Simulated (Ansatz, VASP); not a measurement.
**Zn2CdSe3 in VASP and in Ansatz**

```
Zn Cd Se
1.0
     4.72314    0.00000    0.00000
    -2.36157    4.09036    0.00000
     0.00000    0.00000   10.14003
Zn Cd Se
2 1 3
Direct
  0.33333 0.66667 0.50000
  0.66667 0.33333 0.50000
  0.00000 0.00000 0.50000
  0.00000 0.00000 0.76514
  0.00000 0.00000 0.23486
  0.00000 0.00000 0.00000
```

Alike in both runs: task relaxation of cell and atoms; functional PBE; k mesh 12 × 12 × 4; occupations gaussian, width 0.1 eV; no spin polarisation.

```csv
,VASP,Ansatz
version,VASP 6.6.1,Ansatz 0.2.0
potentials or method,"VASP PAW PBE potentials, release 64 (Zn, Cd, Se), cutoff 500 eV","scalar-relativistic, plane waves, PAW"
valence electrons in the cell,54,92
```

```tsv
	VASP	Ansatz	Ansatz less VASP
gap on the k mesh at the Fermi level, each at its own relaxed structure (eV)	none	none	-
relaxed volume (Å³/atom)	32.72	32.55	-0.166
relaxed cell length with the largest relative difference (Å)	4.698	4.688	-0.0101
```

A gap of «none» marks a metal or a gap that the smearing closes. VASP's potentials hold 54 valence electrons a cell and Ansatz's 92, so a difference there can come from the potentials and not from the codes.
